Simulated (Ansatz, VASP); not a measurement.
# W: VASP beside Ansatz

```
W
1.0
     4.61786    0.00000    0.00000
    -2.30893    3.99918    0.00000
     0.00000    0.00000    2.56329
W
3
Direct
  0.00000 0.00000 0.00000
  0.33333 0.66667 0.50000
  0.66667 0.33333 0.50000
```

Alike in both runs: task single point; functional BLYP; k mesh 9 × 9 × 13; occupations fermi-dirac, width 0.1 eV; no spin polarisation.

|  | VASP | Ansatz |
| --- | --- | --- |
| version | VASP 6.6.1 | Ansatz 0.2.0 |
| potentials or method | VASP PAW PBE potentials, release 64 (W_sv), cutoff 520 eV | plane waves (420 eV) with PAW, scalar-relativistic |
| valence electrons in the cell | 42 | 42 |

```tsv
	VASP	Ansatz	Ansatz less VASP
pressure (GPa)	27.1	25.0	-2.09
traceless stress, the component that is largest in VASP (GPa)	1.82	1.23	-0.591
```

VASP's potentials were made for PBE, not for BLYP.

Neither program's run includes spin-orbit coupling.
